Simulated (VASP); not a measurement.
Input of a VASP 6.6.1 run:

File POSCAR:

```
Ge
1.0
    4.0124552903      0.0000000000      0.0000000000
    0.0000000000      4.0124552903      0.0000000000
    0.0000000000      0.0000000000     23.0931000000
Ge
6
Direct
    0.7500000000      0.0000000000      0.3464241297
    0.2500000000      0.0000000000      0.4078544778
    0.2500000000      0.5000000000      0.4692848259
    0.7500000000      0.5000000000      0.5307151741
    0.7500000000      0.0000000000      0.5921455222
    0.2500000000      0.0000000000      0.6535758703
```

Contents of INCAR.step1:

```
ALGO = Normal
DIPOL = 0.5 0.5 0.500
EDIFF = 1E-4
ENCUT = 520
GGA = PE
IDIPOL = 3
ISMEAR = -1
LASPH = True
LCHARG = False
LDIPOL = True
LREAL = False
LWAVE = True
NBANDS = 51
NELM = 60
PREC = Accurate
SIGMA = 0.02
```

INCAR.step2

```
ALGO = Normal
DIPOL = 0.5 0.5 0.500
EDIFF = 1E-6
ENCUT = 520
IDIPOL = 3
ISIF = 2
ISMEAR = -1
ISTART = 1
LASPH = True
LCHARG = False
LDIPOL = True
LMIXTAU = True
LREAL = False
LWAVE = False
METAGGA = R2SCAN
NBANDS = 51
NELM = 60
PREC = Accurate
SIGMA = 0.02
```

File KPOINTS:

```
Automatic mesh
0
Gamma
  10 10 1
  0.5 0.5 0
```

Potentials or basis: VASP PAW PBE potentials, release 64 (Ge_d).

Run with:

```bash
$ cat potpaw_PBE.64/Ge_d/POTCAR > POTCAR
$ cp INCAR.step1 INCAR
$ mpirun -np 1 vasp_std > vasp.out
$ cp INCAR.step2 INCAR
$ mpirun -np 1 vasp_std > vasp.out
```

Question: What does it give for the largest force?

Answer: 0.178 eV/Å.

Question: Predict the band gap on the k mesh.

Answer: Zero (bands 42 and 43 overlap by 1.08 eV).

Forces on the atoms (eV/Å):
```
Ge   0.000  0.000 -0.069
Ge   0.000  0.000 -0.102
Ge   0.000  0.000  0.178
Ge   0.000  0.000 -0.178
Ge   0.000  0.000  0.102
Ge   0.000  0.000  0.069
```

Caveat: the PAW data sets were made with another functional, which shifts forces and pressure a little.
